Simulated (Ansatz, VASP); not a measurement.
## Two plane-wave programs on BaTiO3

```
CELL_PARAMETERS angstrom
3.96986 0.00000 0.00000
0.00000 3.96986 0.00000
0.00000 0.00000 3.96989
ATOMIC_POSITIONS crystal
Ba 0.00000 0.00000 0.00000
Ti 0.50000 0.50000 0.50000
O 0.50000 0.50000 0.00000
O 0.50000 0.00000 0.50000
O 0.00000 0.50000 0.50000
```

Alike in both runs: functional PBEsol; k mesh 8 × 8 × 8; occupations gaussian, width 0.02 eV; no spin polarisation.

Ansatz relaxed the structure, and its values are those at the end. VASP's run is a single point on that final structure, the one shown.

```csv
,VASP,Ansatz
version,VASP 6.6.1,Ansatz 0.2.0
potentials or method,"VASP PAW PBE potentials, release 64 (Ba_sv, Ti_sv, O_h), cutoff 910 eV","scalar-relativistic, plane waves, PAW"
valence electrons in the cell,40,40
```

Ansatz gave:

- gap on the k mesh at the Fermi level (eV): 1.82
- least direct gap on the mesh (eV): 1.89

**Question.** What did VASP give for the same quantities?

**Answer.** gap on the k mesh at the Fermi level (eV): 1.75; least direct gap on the mesh (eV): 1.87.

VASP's potentials were made for PBE, not for PBEsol. With one functional, cell and mesh, what is left measures potentials, basis and numerics.

Spin-orbit coupling is off throughout. Noted on VASP's run: the cutoff is short for stress, so the pressure is rough.
